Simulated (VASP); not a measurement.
# Al3InSb4 (P-4m2) in VASP: relaxation of cell and atoms with PBE

Aim: the relaxation of cell and atoms of Al3InSb4 with PBE.

Everything below comes from runs of VASP 6.6.1. Logs are shortened: lines on timing, memory, paths and dates and some standing lists are left out, and cuts for length are marked.

## 1. The cell of the first run

The structure is tetragonal, space group P-4m2 (No. 115). The conventional cell has a = 4.473 Å, b = 4.473 Å, c = 12.641 Å, α = 90.00°, β = 90.00°, γ = 90.00°. Within 3.6 Å of Al (site symmetry 2mm) lie 4 Sb at 2.70 to 2.71 Å. Within 3.6 Å of Al (site symmetry -4m2) lie 4 Sb at 2.71 Å. In (site symmetry -4m2) has 4 Sb at 2.83 Å within 3.7 Å. Sb (site symmetry 2mm) has 2 Al at 2.70 Å and 2 In at 2.83 Å within 3.6 Å. Within 3.6 Å of Sb (site symmetry 2mm) lie 4 Al at 2.71 Å.

## 2. Relaxation of cell and atoms, PBE

INCAR

```
SYSTEM = Al3InSb4
ALGO = Normal
EDIFF = 1E-6
EDIFFG = -0.01
ENCUT = 600
GGA = PE
IBRION = 2
ISIF = 3
ISMEAR = 0
LASPH = .True.
LCHARG = .False.
LREAL = .False.
LWAVE = .False.
NELM = 100
NSW = 100
PREC = Accurate
SIGMA = 0.02
```

KPOINTS

```
k-points
0
Gamma
  6 6 2
  0 0 0
```

POSCAR

```
Al3InSb4
1.0
    4.4725159000      0.0000000000      0.0000000000
    0.0000000000      4.4725159000      0.0000000000
    0.0000000000      0.0000000000     12.6405638000
Al In Sb
3 1 4
Direct
    0.0000000000      0.0000000000      0.2575320000
    0.5000000000      0.5000000000      0.5000000000
    0.0000000000      0.0000000000      0.7424680000
    0.5000000000      0.5000000000      0.0000000000
    0.5000000000      0.0000000000      0.8622030000
    0.0000000000      0.5000000000      0.1377970000
    0.5000000000      0.0000000000      0.3788230000
    0.0000000000      0.5000000000      0.6211770000
```

Potentials or basis: VASP PAW PBE potentials, release 64 (Al, In_d, Sb).

Launch:

```
cat potpaw_PBE.64/Al/POTCAR potpaw_PBE.64/In_d/POTCAR potpaw_PBE.64/Sb/POTCAR > POTCAR
mpirun -np 1 vasp_std > vasp.out
```

OUTCAR:

```text
SYSTEM = Al3InSb4
   EDIFF = 1E-6
   EDIFFG = -0.01
   ENCUT = 600
   GGA = PE
   IBRION = 2
   ISIF = 3
   ISMEAR = 0
   LASPH = .True.
   LREAL = .False.
   NELM = 100
   NSW = 100
   PREC = Accurate

 ion  position               nearest neighbor table
   1  0.000  0.000  0.258-   6 2.70   6 2.70   7 2.71   7 2.71
   2  0.500  0.500  0.500-   7 2.71   8 2.71   7 2.71   8 2.71
   3  0.000  0.000  0.742-   5 2.70   5 2.70   8 2.71   8 2.71
   4  0.500  0.500  0.000-   5 2.83   6 2.83   5 2.83   6 2.83
   5  0.500  0.000  0.862-   3 2.70   3 2.70   4 2.83   4 2.83
   6  0.000  0.500  0.138-   1 2.70   1 2.70   4 2.83   4 2.83
   7  0.500  0.000  0.379-   2 2.71   2 2.71   1 2.71   1 2.71
   8  0.000  0.500  0.621-   2 2.71   2 2.71   3 2.71   3 2.71

  LATTYP: Found a simple tetragonal cell.
 ALAT       =     4.4725159000
 C/A-ratio  =     2.8262758775

  Lattice vectors:

 A1 = (   4.4725159000,   0.0000000000,   0.0000000000)
 A2 = (   0.0000000000,   4.4725159000,   0.0000000000)
 A3 = (   0.0000000000,   0.0000000000,  12.6405638000)

Analysis of symmetry for initial positions (statically):
=====================================================================
 Subroutine PRICEL returns:
 Original cell was already a primitive cell.

 Routine SETGRP: Setting up the symmetry group for a
 simple tetragonal supercell.

 Subroutine GETGRP returns: Found  8 space group operations
 (whereof  8 operations were pure point group operations)
 out of a pool of 16 trial point group operations.

The static configuration has the point symmetry D_2d.

Analysis of symmetry for dynamics (positions and initial velocities):
=====================================================================
 Subroutine PRICEL returns:
 Original cell was already a primitive cell.

 Routine SETGRP: Setting up the symmetry group for a
 simple tetragonal supercell.

 Subroutine GETGRP returns: Found  8 space group operations
 (whereof  8 operations were pure point group operations)
 out of a pool of 16 trial point group operations.

The dynamic configuration has the point symmetry D_2d.

 Subroutine INISYM returns: Found  8 space group operations
 (whereof  8 operations are pure point group operations),
 and found     1 'primitive' translations

----------------------------------------------------------------------------------------

                                     Primitive cell

  volume of cell :     252.8542

  direct lattice vectors                    reciprocal lattice vectors
     4.472515900  0.000000000  0.000000000     0.223587802  0.000000000  0.000000000
     0.000000000  4.472515900  0.000000000     0.000000000  0.223587802  0.000000000
     0.000000000  0.000000000 12.640563800     0.000000000  0.000000000  0.079110395

  length of vectors
     4.472515900  4.472515900 12.640563800     0.223587802  0.223587802  0.079110395

  position of ions in fractional coordinates (direct lattice)
     0.000000000  0.000000000  0.257532000
     0.500000000  0.500000000  0.500000000
     0.000000000  0.000000000  0.742468000
     0.500000000  0.500000000  0.000000000
     0.500000000  0.000000000  0.862203000
     0.000000000  0.500000000  0.137797000
     0.500000000  0.000000000  0.378823000
     0.000000000  0.500000000  0.621177000

  ion indices of the primitive-cell ions
   primitive index   ion index
                 1           1
                 2           2
                 3           3
                 4           4
                 5           5
                 6           6
                 7           7
                 8           8

----------------------------------------------------------------------------------------

 KPOINTS: k-points

Automatic generation of k-mesh.
 Grid dimensions read from file:
 generate k-points for:    6    6    2

 Generating k-lattice:

  Cartesian coordinates                     Fractional coordinates (reciprocal lattice)
     0.037264634  0.000000000  0.000000000     0.166666667  0.000000000  0.000000000
     0.000000000  0.037264634  0.000000000     0.000000000  0.166666667  0.000000000
     0.000000000  0.000000000  0.039555198     0.000000000  0.000000000  0.500000000

  Length of vectors
     0.037264634  0.037264634  0.039555198

  Shift w.r.t. Gamma in fractional coordinates (k-lattice)
     0.000000000  0.000000000  0.000000000

 Subroutine IBZKPT returns following result:
 ===========================================

 Found     20 irreducible k-points:

 Following reciprocal coordinates:
            Coordinates               Weight
  0.000000  0.000000  0.000000      1.000000
  0.166667  0.000000  0.000000      4.000000
  0.333333  0.000000  0.000000      4.000000
  0.500000  0.000000  0.000000      2.000000
  0.166667  0.166667  0.000000      4.000000
  0.333333  0.166667  0.000000      8.000000
[... 12 lines left out ...]
  0.500000  0.333333  0.500000      4.000000
  0.500000  0.500000  0.500000      1.000000
   k-points           NKPTS =     20   k-points in BZ     NKDIM =     20   number of bands    NBANDS=     26
   number of dos      NEDOS =    301   number of ions     NIONS =      8
   total plane-waves  NPLWV = 139968
   dimension x,y,z NGX =    36 NGY =   36 NGZ =  108
   dimension x,y,z NGXF=    72 NGYF=   72 NGZF=  216
   ions per type =               3   1   4
   NGX,Y,Z   is equivalent  to a cutoff of  13.38, 13.38, 14.20 a.u.
   NGXF,Y,Z  is equivalent  to a cutoff of  26.76, 26.76, 28.41 a.u.
 SYSTEM =  Al3InSb4
   PREC   = accura    normal or accurate (medium, high low for compatibility)
   ISTART =      0    job   : 0-new  1-cont  2-samecut
   ICHARG =      2    charge: 1-file 2-atom 10-const
   ISPIN  =      1    spin polarized calculation?
   LNONCOLLINEAR =      F non collinear calculations
   LSORBIT =      F    spin-orbit coupling
   LASPH  =      T    aspherical Exc in radial PAW
   ENCUT  =  600.0 eV  44.10 Ry    6.64 a.u.   8.93  8.93 25.25*2*pi/ulx,y,z
   NELM   =    100;   NELMIN=  2; NELMDL= -5     # of ELM steps
   EDIFF  = 0.1E-05   stopping-criterion for ELM
   LREAL  =      F    real-space projection
   EDIFFG = -.1E-01   stopping-criterion for IOM
   NSW    =    100    number of steps for IOM
   IBRION =      2    ionic relax: 0-MD 1-quasi-New 2-CG
   NFREE  =      1    steps in history (QN), initial steepest desc. (CG)
   ISIF   =      3    stress and relaxation
   ISYM   =      2    0-nonsym 1-usesym 2-fastsym
   POTIM  = 0.5000    time-step for ionic-motion
   TEBEG  =    0.0;   TEEND  =   0.0 temperature during run
   PSTRESS=    0.0 pullay stress
   NELECT =      42.0000    total number of electrons
   NUPDOWN=      -1.0000    fix difference up-down
   EMIN   =  10.00;   EMAX   =-10.00  energy-range for DOS
   EFERMI =   0.00;   METHOD = LEGACY
   ISMEAR =     0;   SIGMA  =   0.02  broadening in eV -4-tet -1-fermi 0-gaus
   EFERMI_NEDOS =   21; number of points for ismear=-14 and -15
   IALGO  =     38    algorithm
   IMIX   =      4    mixing-type and parameters
     AMIX     =   0.40;   BMIX     =  1.00
     AMIX_MAG =   1.60;   BMIX_MAG =  1.00
  volume/ion in A,a.u.               =      31.61       213.29
  Fermi-wavevector in a.u.,A,eV,Ry     =   0.899914  1.700592 11.018622  0.809846
  Thomas-Fermi vector in A             =   2.022807
   LORBIT       =      0    0 simple, 1 ext, 2 COOP (PROOUT), +10 PAW based schemes
   GGA     = PE    functional components
   LHFCALC =     F    Hartree Fock is set to
   AEXX    =    0.0000 exact exchange contribution
   IVDW    =     0    specifies the selected vdW correction
   LEPSILON=     F    determine dielectric tensor
   LRPA    =     F    only Hartree local field effects (RPA)
 conjugate gradient relaxation of ions
 non-spin polarized calculation
 Gauss-broadening in eV      SIGMA  =   0.02
  energy-cutoff  :      600.00
  volume of cell :      252.85
 maximum number of plane-waves:      8496
 NGX is ok and might be reduce to    36
   NGX = 17   NGY = 17   NGZ = 51

--------------------------------------- Ionic step        1  -------------------------------------------

 number of electron      42.0000010 magnetization

 Free energy of the ion-electron system (eV)
  ---------------------------------------------------
  ext. energy  EPLUGINS =         0.00000000
  ---------------------------------------------------
  free energy    TOTEN  =       -31.50812205 eV

  energy without entropy =      -31.50812205  energy(sigma->0) =      -31.50812205

------------------------ aborting loop because EDIFF is reached ----------------------------------------

  FORCE on cell =-STRESS in cart. coord.  units (eV):
  Direction    XX          YY          ZZ          XY          YZ          ZX
  --------------------------------------------------------------------------------------
  -------------------------------------------------------------------------------------
  Total        0.1766224      0.1766224      0.1695614      0.0000000      0.0000000      0.0000000
  in kB        1.1191443      1.1191443      1.0744035      0.0000000      0.0000000      0.0000000
  external PRESSURE =       1.1042307 kB  Pullay stress =       0.0000000 kB
[... 237 lines left out ...]
  energy  without entropy=      -31.5083308684  energy(sigma->0) =      -31.50833087

--------------------------------------- Ionic step        7  -------------------------------------------

 number of electron      42.0000011 magnetization

 Free energy of the ion-electron system (eV)
  ---------------------------------------------------
  ext. energy  EPLUGINS =         0.00000000
  ---------------------------------------------------
  free energy    TOTEN  =       -31.50834631 eV

  energy without entropy =      -31.50834631  energy(sigma->0) =      -31.50834631

 E-fermi :   4.5460     XC(G=0):  -8.4677

 val. band max:        4.4559414387   @ k =   0.0000   0.0000   0.0000
 cond. band min:       5.1674926137   @ k =   0.0000   0.0000   0.0000
 fundamental gap:      0.7115511749
 Fermi energy:         4.5460313372

 k-point     1 :       0.0000    0.0000    0.0000
  band No.  band energies     occupation
      1      -9.9383      2.00000
      2      -9.8750      2.00000
      3      -9.8750      2.00000
      4      -9.8250      2.00000
      5      -9.8242      2.00000
      6      -6.0241      2.00000
[... 604 lines left out ...]
  FREE ENERGIE OF THE ION-ELECTRON SYSTEM (eV)
  ---------------------------------------------------
  free  energy   TOTEN  =       -31.5083463074 eV

  energy  without entropy=      -31.5083463074  energy(sigma->0) =      -31.50834631

 reached required accuracy - stopping structural energy minimisation
```

Wall time 9.9 min (1 thread of Oxide Virtual Turin-like, shared host); peak memory 0.46 GiB.

What came out:

| Property | Result |
| --- | --- |
| Free energy | -31.5083 eV |
| Relaxed volume | 31.69 Å³/atom |
| Relaxed cell | a = 4.476 Å, b = 4.476 Å, c = 12.651 Å, α = 90.00°, β = 90.00°, γ = 90.00° |
| Space group after relaxing (to 0.05 Å) | P-4m2 (No. 115) |
| Energy gained by relaxing | 0.0 meV/atom |
| Ionic steps | 7 |
| Pressure after relaxing | 0.0 GPa |
| Largest force after relaxing | 0.007 eV/Å |
| Band gap on the k mesh | 0.71 eV, direct |

Forces on the atoms (eV/Å):
```
Al   0.000  0.000 -0.005
Al   0.000  0.000  0.000
Al   0.000  0.000  0.005
In   0.000  0.000  0.000
Sb   0.000  0.000  0.007
Sb   0.000  0.000 -0.007
Sb   0.000  0.000 -0.001
Sb   0.000  0.000  0.001
```

Step by step:
```csv
step,energy change (eV),largest force (eV/Å),pressure (GPa),volume (Å³)
1,0.0000,0.0182,0.11,252.85
2,-0.0002,0.0113,-0.03,253.65
3,-0.0002,0.0133,0.00,253.46
4,-0.0002,0.0128,0.00,253.47
5,-0.0002,0.0119,-0.02,253.56
6,-0.0002,0.0127,-0.01,253.49
7,-0.0002,0.0074,-0.01,253.49
```

Final structure:
```yaml
crystal:
  lattice:
    - [4.47633, 0.00000, 0.00000]
    - [0.00000, 4.47633, 0.00000]
    - [0.00000, 0.00000, 12.65070]
  atoms:
    - { symbol: Al, position: [0.00000, 0.00000, 0.25752] }
    - { symbol: Al, position: [0.50000, 0.50000, 0.50000] }
    - { symbol: Al, position: [0.00000, 0.00000, 0.74248] }
    - { symbol: In, position: [0.50000, 0.50000, 0.00000] }
    - { symbol: Sb, position: [0.50000, 0.00000, 0.86231] }
    - { symbol: Sb, position: [0.00000, 0.50000, 0.13769] }
    - { symbol: Sb, position: [0.50000, 0.00000, 0.37881] }
    - { symbol: Sb, position: [0.00000, 0.50000, 0.62119] }
```

Caveat: spin-orbit coupling is left out, which moves the levels of the heavy elements. A k mesh can miss the band edges.
